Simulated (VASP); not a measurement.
Wanted: the native input for a VASP 6.6.1 run.

| Quantity | Value |
| --- | --- |
| Task | single point |
| Functional | PBE |
| Potentials or basis | VASP PAW PBE potentials, release 64 (Pb_d, F) |
| Cutoff | 520 eV |
| k mesh | 8 × 8 × 8 |
| Occupations | gaussian, width 0.02 eV |
| Spin | no spin polarisation |
| Dipole correction | no |
| Further INCAR settings | ALGO = Normal; EDIFF = 1e-06; NBANDS = 21 |

The structure of PbF2 lies in POSCAR:

```
PbF2
1.0
    0.1187940000      2.9573469315      2.9573469315
    3.0761409315      0.0000000000      3.0761409315
    3.0761409315      3.0761409315      0.0000000000
Pb F
1 2
Direct
    0.0000000000      0.0000000000      0.0000000000
    0.2142857326      0.2619047558      0.2619047558
    0.7857142674      0.7380952442      0.7380952442
```

This cell differs from its parent crystal: strained and its atoms moved.

One way to write it, as run:

INCAR

```
PREC = Accurate ; ENCUT = 520
EDIFF = 1E-6 ; ISMEAR = 0
SIGMA = 0.02 ; LREAL = F
LASPH = T ; NELM = 100
ALGO = Normal ; ISIF = 2
LWAVE = F ; LCHARG = F
GGA = PE ; NBANDS = 21
```

KPOINTS

```
regular mesh
0
Gamma
  8 8 8
```

Potentials or basis: VASP PAW PBE potentials, release 64 (Pb_d, F).

The run is started by

```bash
$ cat potpaw_PBE.64/Pb_d/POTCAR potpaw_PBE.64/F/POTCAR > POTCAR
$ mpirun -np 1 vasp_std > vasp.out
```

Results of the run:

```json
{
 "Pressure": "-1.4 GPa",
 "Largest force": "0.283 eV/Å",
 "Band gap on the k mesh": "4.30 eV, indirect (least direct gap 4.51 eV)"
}
```

Caveat: the cell differs from its parent crystal (strained and its atoms moved); spin-orbit coupling is left out, which moves the levels of the heavy elements.

Wall time 2.3 min on 1 thread of AMD EPYC 7R13 Processor (Zen 3), with other jobs on the host, peak memory 0.18 GiB.
